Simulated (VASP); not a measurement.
# Al (P6_3/mmc) in VASP: a series of runs

Runs on Al. Level: PBEsol. Tasks: single point, relaxation of cell and atoms.

Everything below comes from runs of VASP 6.6.1. Logs are shortened: lines on timing, memory, paths and dates and some standing lists are left out, and cuts for length are marked.

## Step 1: The cell of the first run

Symmetry: P6_3/mmc, No. 194, hexagonal system. The conventional cell has a = 2.810 Å, b = 2.810 Å, c = 9.293 Å, α = 90.00°, β = 90.00°, γ = 120.00°. Al (site symmetry -6m2) has 12 Al at 2.81 to 2.83 Å within 3.7 Å. Al (site symmetry -3m) has 12 Al at 2.81 to 2.83 Å within 3.7 Å.

## Step 2: Single point, PBEsol

The input, INCAR:

```
SYSTEM = Al
PREC     = Accurate       ! precision mode
ENCUT    = 520            ! plane-wave cutoff, eV
EDIFF    = 1E-6           ! SCF threshold, eV
ISMEAR   = -1             ! smearing method
SIGMA    = 0.05           ! smearing width, eV
LREAL    = .FALSE.        ! projectors in reciprocal space
LASPH    = .TRUE.         ! aspherical terms in the spheres
NELM     = 80             ! most SCF steps
ALGO     = Fast           ! electronic algorithm
ISIF     = 2              ! what is computed and relaxed
LWAVE    = .FALSE.        ! write WAVECAR
LCHARG   = .FALSE.        ! write CHGCAR
GGA      = PS             ! functional
NBANDS   = 14             ! bands
```

The input, KPOINTS:

```
Automatic mesh
0
G
  11 11 3
  0 0 0
```

The input, POSCAR:

```
Al
1.0
    2.8099956458      0.0000000000      0.0000000000
   -1.4049978229      2.4335276138      0.0000000000
    0.0000000000      0.0000000000      9.2927678396
Al
4
Direct
    0.6666666667      0.3333333333      0.7500000000
    0.0000000000      0.0000000000      0.5000000000
    0.3333333333      0.6666666667      0.2500000000
    0.0000000000      0.0000000000      0.0000000000
```

Potentials or basis: VASP PAW PBE potentials, release 64 (Al).

Launch:

```sh
cat potpaw_PBE.64/Al/POTCAR > POTCAR
mpirun -np 1 vasp_std > vasp.out
```

OUTCAR:

```text
SYSTEM = Al
   PREC = Accurate
   ENCUT = 520
   EDIFF = 1E-6
   ISMEAR = -1
   LREAL = .FALSE.
   LASPH = .TRUE.
   NELM = 80
   ISIF = 2
   GGA = PS

 ion  position               nearest neighbor table
   1  0.667  0.333  0.750-   2 2.83   4 2.83   2 2.83   4 2.83   2 2.83   4 2.83
   2  0.000  0.000  0.500-   1 2.83   3 2.83   1 2.83   3 2.83   1 2.83   3 2.83
   3  0.333  0.667  0.250-   2 2.83   4 2.83   2 2.83   4 2.83   2 2.83   4 2.83
   4  0.000  0.000  0.000-   1 2.83   3 2.83   1 2.83   3 2.83   1 2.83   3 2.83

  LATTYP: Found a hexagonal cell.
 ALAT       =     2.8099956458
 C/A-ratio  =     3.3070399427

  Lattice vectors:

 A1 = (   2.8099956458,   0.0000000000,   0.0000000000)
 A2 = (  -1.4049978229,   2.4335276138,   0.0000000000)
 A3 = (   0.0000000000,   0.0000000000,   9.2927678396)

Analysis of symmetry for initial positions (statically):
=====================================================================
 Subroutine PRICEL returns:
 Original cell was already a primitive cell.

 Routine SETGRP: Setting up the symmetry group for a
 hexagonal supercell.

 Subroutine GETGRP returns: Found 24 space group operations
 (whereof 12 operations were pure point group operations)
 out of a pool of 24 trial point group operations.

The static configuration has the point symmetry D_3d.
 The point group associated with its full space group is D_6h.

Analysis of symmetry for dynamics (positions and initial velocities):
=====================================================================
 Subroutine PRICEL returns:
 Original cell was already a primitive cell.

 Routine SETGRP: Setting up the symmetry group for a
 hexagonal supercell.

 Subroutine GETGRP returns: Found 24 space group operations
 (whereof 12 operations were pure point group operations)
 out of a pool of 24 trial point group operations.

The dynamic configuration has the point symmetry D_3d.
 The point group associated with its full space group is D_6h.

 Subroutine INISYM returns: Found 24 space group operations
 (whereof 12 operations are pure point group operations),
 and found     1 'primitive' translations

----------------------------------------------------------------------------------------

                                     Primitive cell

  volume of cell :      63.5458

  direct lattice vectors                    reciprocal lattice vectors
     2.809995646  0.000000000  0.000000000     0.355872438  0.205463048  0.000000000
    -1.404997823  2.433527614  0.000000000     0.000000000  0.410926095  0.000000000
     0.000000000  0.000000000  9.292767840     0.000000000  0.000000000  0.107610565

  length of vectors
     2.809995646  2.809995646  9.292767840     0.410926095  0.410926095  0.107610565

  position of ions in fractional coordinates (direct lattice)
     0.666666667  0.333333333  0.750000000
     0.000000000  0.000000000  0.500000000
     0.333333333  0.666666667  0.250000000
     0.000000000  0.000000000  0.000000000

  ion indices of the primitive-cell ions
   primitive index   ion index
                 1           1
                 2           2
                 3           3
                 4           4

----------------------------------------------------------------------------------------

 KPOINTS: Automatic mesh

Automatic generation of k-mesh.
 Grid dimensions read from file:
 generate k-points for:   11   11    3

 Generating k-lattice:

  Cartesian coordinates                     Fractional coordinates (reciprocal lattice)
     0.032352040  0.018678459  0.000000000     0.090909091  0.000000000  0.000000000
     0.000000000  0.037356918  0.000000000     0.000000000  0.090909091  0.000000000
     0.000000000  0.000000000  0.035870188     0.000000000  0.000000000  0.333333333

  Length of vectors
     0.037356918  0.037356918  0.035870188

  Shift w.r.t. Gamma in fractional coordinates (k-lattice)
     0.000000000  0.000000000  0.000000000

 Subroutine IBZKPT returns following result:
 ===========================================

 Found     32 irreducible k-points:

 Following reciprocal coordinates:
            Coordinates               Weight
  0.000000  0.000000  0.000000      1.000000
  0.090909 -0.000000  0.000000      6.000000
  0.181818  0.000000  0.000000      6.000000
  0.272727  0.000000  0.000000      6.000000
  0.363636  0.000000  0.000000      6.000000
  0.454545  0.000000  0.000000      6.000000
[... 16 lines left out ...]
  0.090909  0.090909  0.333333     12.000000
  0.181818  0.090909  0.333333     24.000000
 [... further k-points ...]
   k-points           NKPTS =     32   k-points in BZ     NKDIM =     32   number of bands    NBANDS=     14
   number of dos      NEDOS =    301   number of ions     NIONS =      4
   total plane-waves  NPLWV =  40320
   dimension x,y,z NGX =    24 NGY =   24 NGZ =   70
   dimension x,y,z NGXF=    48 NGYF=   48 NGZF=  140
   ions per type =               4
   NGX,Y,Z   is equivalent  to a cutoff of  14.20, 14.20, 12.52 a.u.
   NGXF,Y,Z  is equivalent  to a cutoff of  28.40, 28.40, 25.05 a.u.
 SYSTEM =  Al
   PREC   = accura    normal or accurate (medium, high low for compatibility)
   ISTART =      0    job   : 0-new  1-cont  2-samecut
   ICHARG =      2    charge: 1-file 2-atom 10-const
   ISPIN  =      1    spin polarized calculation?
   LNONCOLLINEAR =      F non collinear calculations
   LSORBIT =      F    spin-orbit coupling
   LASPH  =      T    aspherical Exc in radial PAW
   ENCUT  =  520.0 eV  38.22 Ry    6.18 a.u.   5.22  5.22 17.28*2*pi/ulx,y,z
   NELM   =     80;   NELMIN=  2; NELMDL= -5     # of ELM steps
   EDIFF  = 0.1E-05   stopping-criterion for ELM
   LREAL  =      F    real-space projection
   EDIFFG = 0.1E-04   stopping-criterion for IOM
   NSW    =      0    number of steps for IOM
   IBRION =     -1    ionic relax: 0-MD 1-quasi-New 2-CG
   NFREE  =      0    steps in history (QN), initial steepest desc. (CG)
   ISIF   =      2    stress and relaxation
   ISYM   =      2    0-nonsym 1-usesym 2-fastsym
   POTIM  = 0.5000    time-step for ionic-motion
   TEBEG  =    0.0;   TEEND  =   0.0 temperature during run
   PSTRESS=    0.0 pullay stress
   NELECT =      12.0000    total number of electrons
   NUPDOWN=      -1.0000    fix difference up-down
   EMIN   =  10.00;   EMAX   =-10.00  energy-range for DOS
   EFERMI =   0.00;   METHOD = LEGACY
   ISMEAR =    -1;   SIGMA  =   0.05  broadening in eV -4-tet -1-fermi 0-gaus
   EFERMI_NEDOS =   21; number of points for ismear=-14 and -15
   IALGO  =     68    algorithm
   IMIX   =      4    mixing-type and parameters
     AMIX     =   0.40;   BMIX     =  1.00
     AMIX_MAG =   1.60;   BMIX_MAG =  1.00
  volume/ion in A,a.u.               =      15.89       107.21
  Fermi-wavevector in a.u.,A,eV,Ry     =   0.939232  1.774891 12.002473  0.882157
  Thomas-Fermi vector in A             =   2.066524
   LORBIT       =      0    0 simple, 1 ext, 2 COOP (PROOUT), +10 PAW based schemes
   GGA     = PS    functional components
   LHFCALC =     F    Hartree Fock is set to
   AEXX    =    0.0000 exact exchange contribution
   IVDW    =     0    specifies the selected vdW correction
   LEPSILON=     F    determine dielectric tensor
   LRPA    =     F    only Hartree local field effects (RPA)
 non-spin polarized calculation
 RMM-DIIS sequential band-by-band and
  energy-cutoff  :      520.00
  volume of cell :       63.55
 maximum number of plane-waves:      1725
 NGX is ok and might be reduce to    24
   NGX = 11   NGY = 11   NGZ = 35

 number of electron      12.0000000 magnetization

 Free energy of the ion-electron system (eV)
  ---------------------------------------------------
  ext. energy  EPLUGINS =         0.00000000
  ---------------------------------------------------
  free energy    TOTEN  =       -16.35491397 eV

  energy without entropy =      -16.34595517  energy(sigma->0) =      -16.35043457

 E-fermi :   8.3648     XC(G=0): -10.3960

 val. band max:        8.3539734324   @ k =   0.4545   0.0000   0.0000
 cond. band min:       8.3726184956   @ k =   0.2727   0.2727   0.0000
 fundamental gap:      0.0186450633
 Fermi energy:         8.3647593266

 k-point     1 :       0.0000    0.0000    0.0000
  band No.  band energies     occupation
      1      -3.0452      2.00000
      2      -1.3457      2.00000
      3      -1.3388      2.00000
      4       3.5363      2.00000
      5       3.7664      2.00000
      6      11.6218      0.00000
      7      11.6322      0.00000
      8      19.4936      0.00000
      9      19.4936      0.00000
     10      19.6197      0.00000
     11      19.6197      0.00000
     12      20.5524      0.00000
     13      20.5918      0.00000
     14      20.6859      0.00000

 k-point     2 :       0.0909   -0.0000    0.0000
  band No.  band energies     occupation
      1      -2.8389      2.00000
      2      -1.1419      2.00000
      3      -1.1350      2.00000
      4       3.7272      2.00000
      5       3.9673      2.00000
      6      11.7850      0.00000
      7      11.8028      0.00000
      8      16.4836      0.00000
      9      17.8033      0.00000
     10      17.8391      0.00000
     11      17.9260      0.00000
     12      19.2247      0.00000
     13      19.2284      0.00000
     14      19.2647      0.00000

 k-point     3 :       0.1818    0.0000    0.0000
  band No.  band energies     occupation
      1      -2.2218      2.00000
      2      -0.5323      2.00000
      3      -0.5258      2.00000
      4       4.2996      2.00000
      5       4.5629      2.00000
      6      12.0638      0.00000
      7      12.2504      0.00000
      8      13.2956      0.00000
      9      14.4638      0.00000
     10      14.6305      0.00000
     11      16.4037      0.00000
     12      17.6346      0.00000
     13      17.8465      0.00000
     14      17.8539      0.00000
[... 324 lines left out ...]
 k-point    23 :       0.0909    0.0909    0.3333
  band No.  band energies     occupation
      1      -2.2377      2.00000
      2      -1.6711      2.00000
      3       0.5722      2.00000
      4       2.2304      2.00000
      5       6.5722      2.00000
      6       9.2074      0.00000
      7      14.6243      0.00000
      8      14.9459      0.00000
      9      15.4364      0.00000
     10      15.4491      0.00000
     11      15.7783      0.00000
     12      17.4292      0.00000
     13      17.5843      0.00000
     14      18.6508      0.00000

 k-point    24 :       0.1818    0.0909    0.3333
  band No.  band energies     occupation
      1      -1.4193      2.00000
      2      -0.8560      2.00000
      3       1.3730      2.00000
      4       3.0191      2.00000
      5       7.3110      2.00000
      6       9.8455      0.00000
      7      11.6879      0.00000
      8      12.1781      0.00000
      9      13.6458      0.00000
     10      13.8183      0.00000
     11      14.5606      0.00000
     12      15.6335      0.00000
     13      15.9816      0.00000
     14      16.8417      0.00000

 [... further k-points ...]
[... 5 lines left out ...]
  --------------------------------------------------------------------------------------
  -------------------------------------------------------------------------------------
  Total        0.8199772      0.8199772      0.8193641      0.0000000     -0.0000000      0.0000000
  in kB       20.6740401     20.6740401     20.6585813      0.0000000     -0.0000000      0.0000000
  external PRESSURE =      20.6688872 kB  Pullay stress =       0.0000000 kB

 VOLUME and BASIS-vectors are now :
 -----------------------------------------------------------------------------
  energy-cutoff  :      520.00
  volume of cell :       63.55
      direct lattice vectors                 reciprocal lattice vectors
     2.809995646  0.000000000  0.000000000     0.355872438  0.205463048  0.000000000
    -1.404997823  2.433527614  0.000000000     0.000000000  0.410926095  0.000000000
     0.000000000  0.000000000  9.292767840     0.000000000  0.000000000  0.107610565

 POSITION                                       TOTAL-FORCE (eV/Angst)
 -----------------------------------------------------------------------------------
      1.40500      0.81118      6.96958        -0.000000      0.000000      0.000000
      0.00000      0.00000      4.64638         0.000000      0.000000      0.000000
     -0.00000      1.62235      2.32319         0.000000     -0.000000     -0.000000
      0.00000      0.00000      0.00000         0.000000      0.000000      0.000000
 -----------------------------------------------------------------------------------
    total drift:                               -0.000000      0.000000      0.000000

  FREE ENERGIE OF THE ION-ELECTRON SYSTEM (eV)
  ---------------------------------------------------
  free  energy   TOTEN  =       -16.3549139738 eV

  energy  without entropy=      -16.3459551685  energy(sigma->0) =      -16.35043457
```

Run time: 12 s. Hardware: 1 thread of Intel Xeon 6975P-C (Granite Rapids), shared host; peak memory 0.18 GiB.

What came out:

- Free energy: -16.3549 eV
- Pressure: 2.1 GPa
- Band gap on the k mesh: zero (band 6 reaches 12.07 eV, above the bottom of band 7 at 6.51 eV)

Caveat: the PAW data sets were made with another functional, which shifts forces and pressure a little.

## Step 3: Single point, PBEsol

This run uses another cell than the first one, of 16.26 Å³/atom, 1.024 times its volume.

The input, INCAR:

```
SYSTEM = Al
PREC = Accurate
ENCUT = 520
EDIFF = 1E-7
ISMEAR = -1
SIGMA = 0.05
LREAL = .False.
LASPH = .True.
NELM = 60
ALGO = Normal
ISIF = 2
LWAVE = .False.
LCHARG = .False.
GGA = PS
NBANDS = 14
```

The input, KPOINTS:

```
regular mesh
0
Gamma
  11 11 3
  0 0 0
```

The input, POSCAR:

```
Al
1.0
    2.8319931003      0.0000000000      0.0000000000
   -1.4159965501      2.4525779682      0.0000000000
    0.0000000000      0.0000000000      9.3643150418
Al
4
Direct
    0.6666666667      0.3333333333      0.7500000000
    0.0000000000      0.0000000000      0.5000000000
    0.3333333333      0.6666666667      0.2500000000
    0.0000000000      0.0000000000      0.0000000000
```

Potentials or basis: VASP PAW PBE potentials, release 64 (Al).

Launch:

```sh
cat potpaw_PBE.64/Al/POTCAR > POTCAR
mpirun -np 1 vasp_std > vasp.out
```

Run time: 12 s. Hardware: 1 thread of Intel Xeon 6975P-C (Granite Rapids), shared host; peak memory 0.18 GiB.

It converged, with:

| Quantity | Value |
| --- | --- |
| Free energy | -16.3647 eV |
| Pressure | 0.1 GPa |
| Band gap on the k mesh | zero (band 6 reaches 11.78 eV, above the bottom of band 7 at 6.28 eV) |

Levels at points of the mesh, in eV from the Fermi level:
| k point | band 2 | band 3 | band 4 | band 5 | band 6 | band 7 | band 8 | band 9 |
| --- | --- | --- | --- | --- | --- | --- | --- | --- |
| (0.00, 0.00, 0.00) | -9.57 | -9.56 | -4.73 | -4.56 | 3.22 | 3.23 | 10.94 | 10.94 |

Caveat: the PAW data sets were made with another functional, which shifts forces and pressure a little.

[end of part 1 of 2]
